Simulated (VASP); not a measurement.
# SnO2 (sol) (Pbcn) in VASP: single point with PBEsol

Aim: the single point of SnO2 (sol) with PBEsol.

Everything below comes from runs of VASP 6.6.1. Logs are shortened: lines on timing, memory, paths and dates and some standing lists are left out, and cuts for length are marked.

### Step 1. The cell of the first run

The structure is orthorhombic, space group Pbcn (No. 60). The conventional cell has a = 4.743 Å, b = 5.750 Å, c = 5.248 Å, α = 90.00°, β = 90.00°, γ = 90.00°. Within 2.7 Å of Sn (site symmetry 2) lie 6 O at 2.04 to 2.11 Å. O (site symmetry 1) has 3 Sn at 2.04 to 2.11 Å and 1 O at 2.63 Å within 2.7 Å.

### Step 2. Single point, PBEsol

INCAR

```
SYSTEM = SnO2
PREC = Accurate
ENCUT = 600
EDIFF = 1E-6
ISMEAR = 0
SIGMA = 0.02
LREAL = .False.
LASPH = .True.
NELM = 120
ALGO = Normal
ISIF = 2
LWAVE = .False.
LCHARG = .False.
GGA = PS
NBANDS = 64
GGA_COMPAT = .False.
```

KPOINTS

```
Automatic mesh
0
Gamma
  6 6 6
  0 0 0
```

POSCAR

```
SnO2
1.0
    4.7427812646      0.0000000000      0.0000000000
    0.0000000000      5.7497414496      0.0000000000
    0.0000000000      0.0000000000      5.2475101869
Sn O
4 8
Direct
    0.5000000000      0.6664263791      0.7500000000
    0.0000000000      0.8335736209      0.2500000000
    0.5000000000      0.3335736209      0.2500000000
    0.0000000000      0.1664263791      0.7500000000
    0.7308523942      0.6055672097      0.0777243707
    0.2308523942      0.8944327903      0.9222756293
    0.7691476058      0.8944327903      0.5777243707
    0.2691476058      0.6055672097      0.4222756293
    0.7308523942      0.3944327903      0.5777243707
    0.2308523942      0.1055672097      0.4222756293
    0.7691476058      0.1055672097      0.0777243707
    0.2691476058      0.3944327903      0.9222756293
```

Potentials or basis: VASP PAW PBE potentials, release 64 (Sn_d, O).

Launch:

```sh
cat potpaw_PBE.64/Sn_d/POTCAR potpaw_PBE.64/O/POTCAR > POTCAR
mpirun -np 1 vasp_std > vasp.out
```

OUTCAR:

```text
SYSTEM = SnO2
   PREC = Accurate
   ENCUT = 600
   EDIFF = 1E-6
   ISMEAR = 0
   LREAL = .False.
   LASPH = .True.
   NELM = 120
   ISIF = 2
   GGA = PS

 ion  position               nearest neighbor table
   1  0.500  0.666  0.750-   6 2.04   7 2.04   5 2.07   8 2.07   9 2.11  12 2.11   3 3.25   3 3.25
                             2 3.66   2 3.66   2 3.66   2 3.66   4 3.73   4 3.73   4 3.73   4 3.73
   2  0.000  0.834  0.250-   5 2.04   8 2.04   7 2.07   6 2.07  10 2.11  11 2.11   4 3.25   4 3.25
                             1 3.66   1 3.66   1 3.66   1 3.66   3 3.73   3 3.73   3 3.73   3 3.73
   3  0.500  0.334  0.250-  10 2.04  11 2.04   9 2.07  12 2.07   5 2.11   8 2.11   1 3.25   1 3.25
                             4 3.66   4 3.66   4 3.66   4 3.66   2 3.73   2 3.73   2 3.73   2 3.73
   4  0.000  0.166  0.750-   9 2.04  12 2.04  11 2.07  10 2.07   6 2.11   7 2.11   2 3.25   2 3.25
                             3 3.66   3 3.66   3 3.66   3 3.66   1 3.73   1 3.73   1 3.73   1 3.73
   5  0.731  0.606  0.078-   2 2.04   1 2.07   3 2.11
   6  0.231  0.894  0.922-   1 2.04   2 2.07   4 2.11
   7  0.769  0.894  0.578-   1 2.04   2 2.07   4 2.11
   8  0.269  0.606  0.422-   2 2.04   1 2.07   3 2.11
   9  0.731  0.394  0.578-   4 2.04   3 2.07   1 2.11
  10  0.231  0.106  0.422-   3 2.04   4 2.07   2 2.11
  11  0.769  0.106  0.078-   3 2.04   4 2.07   2 2.11
  12  0.269  0.394  0.922-   4 2.04   3 2.07   1 2.11

  LATTYP: Found a simple orthorhombic cell.
 ALAT       =     4.7427812646
 B/A-ratio  =     1.1064204512
 C/A-ratio  =     1.2123142791

  Lattice vectors:

 A1 = (  -4.7427812646,   0.0000000000,   0.0000000000)
 A2 = (   0.0000000000,   0.0000000000,   5.2475101869)
 A3 = (   0.0000000000,   5.7497414496,   0.0000000000)

Analysis of symmetry for initial positions (statically):
=====================================================================
 Subroutine PRICEL returns:
 Original cell was already a primitive cell.

 Routine SETGRP: Setting up the symmetry group for a
 simple orthorhombic supercell.

 Subroutine GETGRP returns: Found  8 space group operations
 (whereof  2 operations were pure point group operations)
 out of a pool of  8 trial point group operations.

The static configuration has the point symmetry S_2 .
 The point group associated with its full space group is D_2h.

Analysis of symmetry for dynamics (positions and initial velocities):
=====================================================================
 Subroutine PRICEL returns:
 Original cell was already a primitive cell.

 Routine SETGRP: Setting up the symmetry group for a
 simple orthorhombic supercell.

 Subroutine GETGRP returns: Found  8 space group operations
 (whereof  2 operations were pure point group operations)
 out of a pool of  8 trial point group operations.

The dynamic configuration has the point symmetry S_2 .
 The point group associated with its full space group is D_2h.

 Subroutine INISYM returns: Found  8 space group operations
 (whereof  2 operations are pure point group operations),
 and found     1 'primitive' translations

----------------------------------------------------------------------------------------

                                     Primitive cell

  volume of cell :     143.0984

  direct lattice vectors                    reciprocal lattice vectors
     4.742781265  0.000000000  0.000000000     0.210846747  0.000000000  0.000000000
     0.000000000  5.749741450  0.000000000     0.000000000  0.173920864  0.000000000
     0.000000000  0.000000000  5.247510187     0.000000000  0.000000000  0.190566567

  length of vectors
     4.742781265  5.749741450  5.247510187     0.210846747  0.173920864  0.190566567

  position of ions in fractional coordinates (direct lattice)
     0.500000000  0.666426379  0.750000000
     0.000000000  0.833573621  0.250000000
     0.500000000  0.333573621  0.250000000
     0.000000000  0.166426379  0.750000000
     0.730852394  0.605567210  0.077724371
     0.230852394  0.894432790  0.922275629
     0.769147606  0.894432790  0.577724371
     0.269147606  0.605567210  0.422275629
     0.730852394  0.394432790  0.577724371
     0.230852394  0.105567210  0.422275629
     0.769147606  0.105567210  0.077724371
     0.269147606  0.394432790  0.922275629

  ion indices of the primitive-cell ions
   primitive index   ion index
                 1           1
                 2           2
                 3           3
                 4           4
                 5           5
                 6           6
                 7           7
                 8           8
                 9           9
                10          10
                11          11
                12          12

----------------------------------------------------------------------------------------

 KPOINTS: Automatic mesh

Automatic generation of k-mesh.
 Grid dimensions read from file:
 generate k-points for:    6    6    6

 Generating k-lattice:

  Cartesian coordinates                     Fractional coordinates (reciprocal lattice)
     0.035141124  0.000000000  0.000000000     0.166666667  0.000000000  0.000000000
     0.000000000  0.028986811  0.000000000     0.000000000  0.166666667  0.000000000
     0.000000000  0.000000000  0.031761094     0.000000000  0.000000000  0.166666667

  Length of vectors
     0.035141124  0.028986811  0.031761094

  Shift w.r.t. Gamma in fractional coordinates (k-lattice)
     0.000000000  0.000000000  0.000000000

 Subroutine IBZKPT returns following result:
 ===========================================

 Found     64 irreducible k-points:

 Following reciprocal coordinates:
            Coordinates               Weight
  0.000000  0.000000  0.000000      1.000000
  0.166667  0.000000  0.000000      2.000000
  0.333333  0.000000  0.000000      2.000000
  0.500000  0.000000  0.000000      1.000000
  0.000000  0.166667  0.000000      2.000000
  0.166667  0.166667  0.000000      4.000000
[... 16 lines left out ...]
  0.333333  0.166667  0.166667      8.000000
  0.500000  0.166667  0.166667      4.000000
 [... further k-points ...]
   k-points           NKPTS =     64   k-points in BZ     NKDIM =     64   number of bands    NBANDS=     64
   number of dos      NEDOS =    301   number of ions     NIONS =     12
   total plane-waves  NPLWV =  80640
   dimension x,y,z NGX =    40 NGY =   48 NGZ =   42
   dimension x,y,z NGXF=    80 NGYF=   96 NGZF=   84
   ions per type =               4   8
   NGX,Y,Z   is equivalent  to a cutoff of  14.02, 13.88, 13.31 a.u.
   NGXF,Y,Z  is equivalent  to a cutoff of  28.04, 27.76, 26.61 a.u.
 SYSTEM =  SnO2
   PREC   = accura    normal or accurate (medium, high low for compatibility)
   ISTART =      0    job   : 0-new  1-cont  2-samecut
   ICHARG =      2    charge: 1-file 2-atom 10-const
   ISPIN  =      1    spin polarized calculation?
   LNONCOLLINEAR =      F non collinear calculations
   LSORBIT =      F    spin-orbit coupling
   LASPH  =      T    aspherical Exc in radial PAW
   ENCUT  =  600.0 eV  44.10 Ry    6.64 a.u.   9.47 11.48 10.48*2*pi/ulx,y,z
   NELM   =    120;   NELMIN=  2; NELMDL= -5     # of ELM steps
   EDIFF  = 0.1E-05   stopping-criterion for ELM
   LREAL  =      F    real-space projection
   EDIFFG = 0.1E-04   stopping-criterion for IOM
   NSW    =      0    number of steps for IOM
   IBRION =     -1    ionic relax: 0-MD 1-quasi-New 2-CG
   NFREE  =      0    steps in history (QN), initial steepest desc. (CG)
   ISIF   =      2    stress and relaxation
   ISYM   =      2    0-nonsym 1-usesym 2-fastsym
   POTIM  = 0.5000    time-step for ionic-motion
   TEBEG  =    0.0;   TEEND  =   0.0 temperature during run
   PSTRESS=    0.0 pullay stress
   NELECT =     104.0000    total number of electrons
   NUPDOWN=      -1.0000    fix difference up-down
   EMIN   =  10.00;   EMAX   =-10.00  energy-range for DOS
   EFERMI =   0.00;   METHOD = LEGACY
   ISMEAR =     0;   SIGMA  =   0.02  broadening in eV -4-tet -1-fermi 0-gaus
   EFERMI_NEDOS =   21; number of points for ismear=-14 and -15
   IALGO  =     38    algorithm
   IMIX   =      4    mixing-type and parameters
     AMIX     =   0.40;   BMIX     =  1.00
     AMIX_MAG =   1.60;   BMIX_MAG =  1.00
  volume/ion in A,a.u.               =      11.92        80.47
  Fermi-wavevector in a.u.,A,eV,Ry     =   1.471887  2.781463 29.476347  2.166450
  Thomas-Fermi vector in A             =   2.586968
   LORBIT       =      0    0 simple, 1 ext, 2 COOP (PROOUT), +10 PAW based schemes
   GGA     = PS    functional components
   LHFCALC =     F    Hartree Fock is set to
   AEXX    =    0.0000 exact exchange contribution
   IVDW    =     0    specifies the selected vdW correction
   LEPSILON=     F    determine dielectric tensor
   LRPA    =     F    only Hartree local field effects (RPA)
 non-spin polarized calculation
 Gauss-broadening in eV      SIGMA  =   0.02
  energy-cutoff  :      600.00
  volume of cell :      143.10
 maximum number of plane-waves:      4817
 NGX is ok and might be reduce to    40
   NGX = 19   NGY = 23   NGZ = 21

 number of electron     104.0000025 magnetization

 Free energy of the ion-electron system (eV)
  ---------------------------------------------------
  ext. energy  EPLUGINS =         0.00000000
  ---------------------------------------------------
  free energy    TOTEN  =       -79.18689933 eV

  energy without entropy =      -79.18689933  energy(sigma->0) =      -79.18689933

 E-fermi :   5.8068     XC(G=0): -11.5753

 val. band max:        5.6945812604   @ k =   0.3333   0.0000   0.0000
 cond. band min:       6.9543452537   @ k =   0.0000   0.0000   0.0000
 fundamental gap:      1.2597639933
 Fermi energy:         5.8067592926

 k-point     1 :       0.0000    0.0000    0.0000
  band No.  band energies     occupation
      1     -14.8618      2.00000
      2     -14.7269      2.00000
      3     -14.6436      2.00000
      4     -14.3491      2.00000
      5     -14.2218      2.00000
      6     -14.0562      2.00000
[... 1597 lines left out ...]
     63      16.4273      0.00000
     64      16.4278      0.00000

 [... further k-points ...]
[... 5 lines left out ...]
  --------------------------------------------------------------------------------------
  -------------------------------------------------------------------------------------
  Total        0.4692589      0.5006100      0.6144452      0.0000000      0.0000000      0.0000000
  in kB        5.2539802      5.6049969      6.8795348      0.0000000      0.0000000      0.0000000
  external PRESSURE =       5.9128373 kB  Pullay stress =       0.0000000 kB

 VOLUME and BASIS-vectors are now :
 -----------------------------------------------------------------------------
  energy-cutoff  :      600.00
  volume of cell :      143.10
      direct lattice vectors                 reciprocal lattice vectors
     4.742781265  0.000000000  0.000000000     0.210846747  0.000000000  0.000000000
     0.000000000  5.749741450  0.000000000     0.000000000  0.173920864  0.000000000
     0.000000000  0.000000000  5.247510187     0.000000000  0.000000000  0.190566567

 POSITION                                       TOTAL-FORCE (eV/Angst)
 -----------------------------------------------------------------------------------
      2.37139      3.83178      3.93563         0.000000      0.023570     -0.000000
      0.00000      4.79283      1.31188         0.000000     -0.023570      0.000000
      2.37139      1.91796      1.31188         0.000000     -0.023570      0.000000
      0.00000      0.95691      3.93563         0.000000      0.023570      0.000000
      3.46627      3.48185      0.40786         0.015250     -0.002293      0.004288
      1.09488      5.14276      4.83965         0.015250      0.002293     -0.004288
      3.64790      5.14276      3.03161        -0.015250      0.002293      0.004288
      1.27651      3.48185      2.21590        -0.015250     -0.002293     -0.004288
      3.46627      2.26789      3.03161         0.015250      0.002293      0.004288
      1.09488      0.60698      2.21590         0.015250     -0.002293     -0.004288
      3.64790      0.60698      0.40786        -0.015250     -0.002293      0.004288
      1.27651      2.26789      4.83965        -0.015250      0.002293     -0.004288
 -----------------------------------------------------------------------------------
    total drift:                                0.000000      0.000000      0.000000

  FREE ENERGIE OF THE ION-ELECTRON SYSTEM (eV)
  ---------------------------------------------------
  free  energy   TOTEN  =       -79.1868993280 eV

  energy  without entropy=      -79.1868993280  energy(sigma->0) =      -79.18689933
```

It took 19 min on 1 thread of Intel Xeon 8259CL, shared host; peak memory 0.61 GiB.

Results:

| Item | Value |
| --- | --- |
| Free energy | -79.1869 eV |
| Pressure | 0.6 GPa |
| Largest force | 0.024 eV/Å |
| Band gap on the k mesh | 1.26 eV, indirect (the least direct gap lies 0.8 meV higher) |

Forces in eV/Å, atoms in the order of the input:
```
Sn   0.000  0.024  0.000
Sn   0.000 -0.024  0.000
Sn   0.000 -0.024  0.000
Sn   0.000  0.024  0.000
O    0.015 -0.002  0.004
O    0.015  0.002 -0.004
O   -0.015  0.002  0.004
O   -0.015 -0.002 -0.004
O    0.015  0.002  0.004
O    0.015 -0.002 -0.004
O   -0.015 -0.002  0.004
O   -0.015  0.002 -0.004
```

Stress tensor (GPa, compression positive):
```
0.53 0.00 0.00
0.00 0.56 0.00
0.00 0.00 0.69
```

Caveat: the PAW data sets were made with another functional, which shifts forces and pressure a little; spin-orbit coupling is left out, which moves the levels of the heavy elements. PBEsol gaps usually lie below the measured ones, often by a third to a half.
